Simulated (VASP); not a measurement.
The system is Zn.

```
CELL_PARAMETERS angstrom
-1.56904 1.56904 1.56904
1.56904 -1.56904 1.56904
1.56904 1.56904 -1.56904
ATOMIC_POSITIONS crystal
Zn 0.00000 0.00000 0.00000
```

- Program: VASP 6.6.1
- Task: relaxation of cell and atoms
- Functional: PBEsol
- Dispersion: D4
- Potentials or basis: VASP PAW PBE potentials, release 64 (Zn)
- Cutoff: 600 eV
- k mesh: 12 × 12 × 12
- Occupations: fermi-dirac, width 0.05 eV
- Spin: no spin polarisation

At the start: pressure -6.8 GPa; volume 15.45 Å³/atom.

Task: Where does the relaxation end?

Result: Over 3 steps the energy falls by 35.1 meV/atom and the volume is 13.97 Å³/atom (-9.6 %); space group Im-3m (No. 229, to 0.05 Å).

Step by step:
| step | energy change (eV) | largest force (eV/Å) | pressure (GPa) | volume (Å³) |
| --- | --- | --- | --- | --- |
| 1 | 0.0000 | 0.0000 | -6.76 | 15.45 |
| 2 | -0.0351 | 0.0000 | -0.44 | 14.04 |
| 3 | -0.0351 | 0.0000 | 0.02 | 13.97 |

Final structure:
```
CELL_PARAMETERS angstrom
-1.51731 1.51731 1.51731
1.51731 -1.51731 1.51731
1.51731 1.51731 -1.51731
ATOMIC_POSITIONS crystal
Zn 0.00000 0.00000 0.00000
```

Caveat: the PAW data sets were made with another functional, which shifts forces and pressure a little; pairwise dispersion overbinds metals, which lowers pressure and volume.
